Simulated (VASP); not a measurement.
# MoH5 (P4/mmm) in VASP: a series of runs

The runs below take MoH5 through relaxation of cell and atoms, single point, with PBE.

All numbers are computed with VASP 6.6.1; they aren't measurements. Logs are shortened: lines on timing, memory, paths and dates and some standing lists are left out, and cuts for length are marked.

**1. The cell of the first run**

Symmetry: P4/mmm, No. 123, tetragonal system. Conventional cell: a = 3.051 Å, b = 3.051 Å, c = 3.443 Å, α = 90.00°, β = 90.00°, γ = 90.00°. H (site symmetry mmm) has 6 H at 1.53 to 1.98 Å within 2.0 Å. H (site symmetry 4mm) has 1 H at 0.93 Å within 1.3 Å. H (site symmetry 4/mmm) has 4 H at 1.53 Å and 2 Mo at 1.72 Å within 2.0 Å. Within 2.3 Å of Mo (site symmetry 4/mmm) lie 18 H at 1.72 to 2.30 Å.

**2. Relaxation of cell and atoms, PBE**

Contents of INCAR:

```
  ALGO = Normal
  EDIFF = 1E-7
  EDIFFG = -0.04
  ENCUT = 600
  GGA = PE
  IBRION = 2
  ISIF = 3
  ISMEAR = 0
  LASPH = True
  LCHARG = False
  LREAL = False
  LWAVE = False
  NELM = 100
  NSW = 90
  PREC = Accurate
  SIGMA = 0.1
```

Contents of KPOINTS:

```
k-points
0
Gamma
  6 6 6
```

Contents of POSCAR:

```
MoH5
1.0
    3.0506371433      0.0000000000      0.0000000000
    0.0000000000      3.0506371433      0.0000000000
    0.0000000000      0.0000000000      3.4426075391
H Mo
5 1
Direct
    0.0000000000      0.5000000000      0.5000000000
    0.5000000000      0.0000000000      0.5000000000
    0.0000000000      0.0000000000      0.8652603752
    0.0000000000      0.0000000000      0.1347396248
    0.5000000000      0.5000000000      0.5000000000
    0.5000000000      0.5000000000      0.0000000000
```

Potentials or basis: VASP PAW PBE potentials, release 64 (H, Mo_sv).

Started as:

```console
$ cat potpaw_PBE.64/H/POTCAR potpaw_PBE.64/Mo_sv/POTCAR > POTCAR
$ mpirun -np 1 vasp_std > vasp.out
```

OUTCAR:

```text
EDIFF = 1E-7
   EDIFFG = -0.04
   ENCUT = 600
   GGA = PE
   IBRION = 2
   ISIF = 3
   ISMEAR = 0
   LASPH = True
   LREAL = False
   NELM = 100
   NSW = 90
   PREC = Accurate

 ion  position               nearest neighbor table
   1  0.000  0.500  0.500-
   2  0.500  0.000  0.500-
   3  0.000  0.000  0.865-
   4  0.000  0.000  0.135-
   5  0.500  0.500  0.500-   6 1.72   6 1.72
   6  0.500  0.500  0.000-   5 1.72   5 1.72

  LATTYP: Found a simple tetragonal cell.
 ALAT       =     3.0506371433
 C/A-ratio  =     1.1284880428

  Lattice vectors:

 A1 = (   3.0506371433,   0.0000000000,   0.0000000000)
 A2 = (   0.0000000000,   3.0506371433,   0.0000000000)
 A3 = (   0.0000000000,   0.0000000000,   3.4426075391)

Analysis of symmetry for initial positions (statically):
=====================================================================
 Subroutine PRICEL returns:
 Original cell was already a primitive cell.

 Routine SETGRP: Setting up the symmetry group for a
 simple tetragonal supercell.

 Subroutine GETGRP returns: Found 16 space group operations
 (whereof 16 operations were pure point group operations)
 out of a pool of 16 trial point group operations.

The static configuration has the point symmetry D_4h.

Analysis of symmetry for dynamics (positions and initial velocities):
=====================================================================
 Subroutine PRICEL returns:
 Original cell was already a primitive cell.

 Routine SETGRP: Setting up the symmetry group for a
 simple tetragonal supercell.

 Subroutine GETGRP returns: Found 16 space group operations
 (whereof 16 operations were pure point group operations)
 out of a pool of 16 trial point group operations.

The dynamic configuration has the point symmetry D_4h.

 Subroutine INISYM returns: Found 16 space group operations
 (whereof 16 operations are pure point group operations),
 and found     1 'primitive' translations

----------------------------------------------------------------------------------------

                                     Primitive cell

  volume of cell :      32.0382

  direct lattice vectors                    reciprocal lattice vectors
     3.050637143  0.000000000  0.000000000     0.327800375  0.000000000  0.000000000
     0.000000000  3.050637143  0.000000000     0.000000000  0.327800375  0.000000000
     0.000000000  0.000000000  3.442607539     0.000000000  0.000000000  0.290477491

  length of vectors
     3.050637143  3.050637143  3.442607539     0.327800375  0.327800375  0.290477491

  position of ions in fractional coordinates (direct lattice)
     0.000000000  0.500000000  0.500000000
     0.500000000  0.000000000  0.500000000
     0.000000000  0.000000000  0.865260375
     0.000000000  0.000000000  0.134739625
     0.500000000  0.500000000  0.500000000
     0.500000000  0.500000000  0.000000000

  ion indices of the primitive-cell ions
   primitive index   ion index
                 1           1
                 2           2
                 3           3
                 4           4
                 5           5
                 6           6

----------------------------------------------------------------------------------------

 KPOINTS: k-points

Automatic generation of k-mesh.
 Grid dimensions read from file:
 generate k-points for:    6    6    6

 Generating k-lattice:

[... 73 lines left out ...]
   NUPDOWN=      -1.0000    fix difference up-down
   EMIN   =  10.00;   EMAX   =-10.00  energy-range for DOS
   EFERMI =   0.00;   METHOD = LEGACY
   ISMEAR =     0;   SIGMA  =   0.10  broadening in eV -4-tet -1-fermi 0-gaus
   EFERMI_NEDOS =   21; number of points for ismear=-14 and -15
   IALGO  =     38    algorithm
   IMIX   =      4    mixing-type and parameters
     AMIX     =   0.40;   BMIX     =  1.00
     AMIX_MAG =   1.60;   BMIX_MAG =  1.00
  volume/ion in A,a.u.               =       5.34        36.03
  Fermi-wavevector in a.u.,A,eV,Ry     =   1.375424  2.599174 25.739369  1.891790
  Thomas-Fermi vector in A             =   2.500761
   LORBIT       =      0    0 simple, 1 ext, 2 COOP (PROOUT), +10 PAW based schemes
   GGA     = PE    functional components
   LHFCALC =     F    Hartree Fock is set to
   AEXX    =    0.0000 exact exchange contribution
   IVDW    =     0    specifies the selected vdW correction
   LEPSILON=     F    determine dielectric tensor
   LRPA    =     F    only Hartree local field effects (RPA)
 conjugate gradient relaxation of ions
 non-spin polarized calculation
 Gauss-broadening in eV      SIGMA  =   0.10
  energy-cutoff  :      600.00
  volume of cell :       32.04
 maximum number of plane-waves:      1084
   NGX = 13   NGY = 13   NGZ = 13

--------------------------------------- Ionic step        1  -------------------------------------------

 number of electron      19.0000003 magnetization

 Free energy of the ion-electron system (eV)
  ---------------------------------------------------
  ext. energy  EPLUGINS =         0.00000000
  ---------------------------------------------------
  free energy    TOTEN  =       -23.28261367 eV

  energy without entropy =      -23.27246912  energy(sigma->0) =      -23.27754140

------------------------ aborting loop because EDIFF is reached ----------------------------------------

  FORCE on cell =-STRESS in cart. coord.  units (eV):
  Direction    XX          YY          ZZ          XY          YZ          ZX
  --------------------------------------------------------------------------------------
  -------------------------------------------------------------------------------------
  Total       -0.2472958     -0.2472958      0.3753029      0.0000000     -0.0000000      0.0000000
  in kB      -12.3668410    -12.3668410     18.7682539      0.0000000     -0.0000000      0.0000000
  external PRESSURE =      -1.9884761 kB  Pullay stress =       0.0000000 kB

 VOLUME and BASIS-vectors are now :
 -----------------------------------------------------------------------------
  energy-cutoff  :      600.00
  volume of cell :       32.04
      direct lattice vectors                 reciprocal lattice vectors
     3.050637143  0.000000000  0.000000000     0.327800375  0.000000000  0.000000000
     0.000000000  3.050637143  0.000000000     0.000000000  0.327800375  0.000000000
     0.000000000  0.000000000  3.442607539     0.000000000  0.000000000  0.290477491

 POSITION                                       TOTAL-FORCE (eV/Angst)
 -----------------------------------------------------------------------------------
      0.00000      1.52532      1.72130         0.000000     -0.000000      0.000000
      1.52532      0.00000      1.72130         0.000000     -0.000000      0.000000
      0.00000      0.00000      2.97875        -0.000000      0.000000     -0.087976
      0.00000      0.00000      0.46386         0.000000     -0.000000      0.087976
      1.52532      1.52532      1.72130         0.000000     -0.000000      0.000000
      1.52532      1.52532      0.00000         0.000000     -0.000000      0.000000
 -----------------------------------------------------------------------------------
    total drift:                                0.000000     -0.000000     -0.000000

  FREE ENERGIE OF THE ION-ELECTRON SYSTEM (eV)
  ---------------------------------------------------
  free  energy   TOTEN  =       -23.2826136728 eV

  energy  without entropy=      -23.2724691250  energy(sigma->0) =      -23.27754140

--------------------------------------- Ionic step        2  -------------------------------------------

 number of electron      19.0000004 magnetization

 Free energy of the ion-electron system (eV)
  ---------------------------------------------------
  ext. energy  EPLUGINS =         0.00000000
  ---------------------------------------------------
  free energy    TOTEN  =       -23.28476341 eV

  energy without entropy =      -23.27450807  energy(sigma->0) =      -23.27963574

 E-fermi :   7.6260     XC(G=0): -11.8304

 val. band max:        7.5854874491   @ k =   0.5000   0.3333   0.3333
 cond. band min:       7.6344732373   @ k =   0.5000   0.3333   0.5000
 fundamental gap:      0.0489857881
 Fermi energy:         7.6259597334

 k-point     1 :       0.0000    0.0000    0.0000
  band No.  band energies     occupation
      1     -53.4644      2.00000
      2     -27.7690      2.00000
      3     -27.3270      2.00000
      4     -27.3270      2.00000
      5      -5.7423      2.00000
      6      -1.3339      2.00000
      7       3.4955      2.00000
      8       8.3291      0.00000
      9       8.3291      0.00000
     10       9.0154      0.00000
     11       9.0663      0.00000
     12       9.8112      0.00000
     13      10.9171      0.00000
[... 354 lines left out ...]
  band No.  band energies     occupation
      1     -53.4241      2.00000
      2     -27.8763      2.00000
      3     -27.7089      2.00000
      4     -27.2849      2.00000
      5      -1.6731      2.00000
      6      -0.6343      2.00000
      7       0.8370      2.00000
      8       4.3117      2.00000
      9       6.9612      2.00000
     10       7.7520      0.07474
     11       8.7367      0.00000
     12      10.5096      0.00000
     13      12.0551      0.00000

 [... further k-points ...]
[... 5 lines left out ...]
  --------------------------------------------------------------------------------------
  -------------------------------------------------------------------------------------
  Total       -0.2176436     -0.2176436      0.1429427      0.0000000      0.0000000      0.0000000
  in kB      -10.8945177    -10.8945177      7.1552400      0.0000000      0.0000000      0.0000000
  external PRESSURE =      -4.8779318 kB  Pullay stress =       0.0000000 kB

 VOLUME and BASIS-vectors are now :
 -----------------------------------------------------------------------------
  energy-cutoff  :      600.00
  volume of cell :       32.01
      direct lattice vectors                 reciprocal lattice vectors
     3.044571354  0.000000000  0.000000000     0.328453461  0.000000000  0.000000000
     0.000000000  3.044571354 -0.000000000     0.000000000  0.328453461  0.000000000
     0.000000000 -0.000000000  3.452995956     0.000000000  0.000000000  0.289603583

 POSITION                                       TOTAL-FORCE (eV/Angst)
 -----------------------------------------------------------------------------------
      0.00000      1.52229      1.72650         0.000000     -0.000000      0.000000
      1.52229      3.04457      1.72650         0.000000     -0.000000      0.000000
      3.04457     -0.00000      2.98348         0.000000      0.000000     -0.018454
      0.00000      3.04457      0.46951        -0.000000     -0.000000      0.018454
      1.52229      1.52229      1.72650         0.000000     -0.000000      0.000000
      1.52229      1.52229     -0.00000         0.000000      0.000000      0.000000
 -----------------------------------------------------------------------------------
    total drift:                                0.000000     -0.000000     -0.000000

  FREE ENERGIE OF THE ION-ELECTRON SYSTEM (eV)
  ---------------------------------------------------
  free  energy   TOTEN  =       -23.2847634145 eV

  energy  without entropy=      -23.2745080728  energy(sigma->0) =      -23.27963574

 reached required accuracy - stopping structural energy minimisation
```

Wall time 15 s (1 thread of Intel Xeon Platinum 8559C (Emerald Rapids), shared host); peak memory 0.15 GiB.

Results:

```yaml
Free_energy: -23.2848 eV
Relaxed_volume: 5.33 Å³/atom
Relaxed_cell: a = 3.045 Å, b = 3.045 Å, c = 3.453 Å, α = 90.00°, β = 90.00°, γ = 90.00°
Space_group_after_relaxing_to_0.05_Å: P4/mmm (No. 123)
Energy_gained_by_relaxing: 0.4 meV/atom
Ionic_steps: 2
Pressure_after_relaxing: -0.5 GPa
Largest_force_after_relaxing: 0.018 eV/Å
```

Forces on the atoms (eV/Å):
```
H    0.000  0.000  0.000
H    0.000  0.000  0.000
H    0.000  0.000 -0.018
H    0.000  0.000  0.018
H    0.000  0.000  0.000
Mo   0.000  0.000  0.000
```

The path:
| step | energy change (eV) | largest force (eV/Å) | pressure (GPa) | volume (Å³) |
| --- | --- | --- | --- | --- |
| 1 | 0.0000 | 0.0880 | -0.20 | 32.04 |
| 2 | -0.0021 | 0.0185 | -0.49 | 32.01 |

Final structure:
```
H Mo
1.0
     3.04457    0.00000    0.00000
     0.00000    3.04457    0.00000
     0.00000    0.00000    3.45300
H Mo
5 1
Cartesian
  0.0000 1.5223 1.7265
  1.5223 3.0446 1.7265
  3.0446 0.0000 2.9835
  0.0000 3.0446 0.4695
  1.5223 1.5223 1.7265
  1.5223 1.5223 0.0000
```

[end of part 1 of 2]
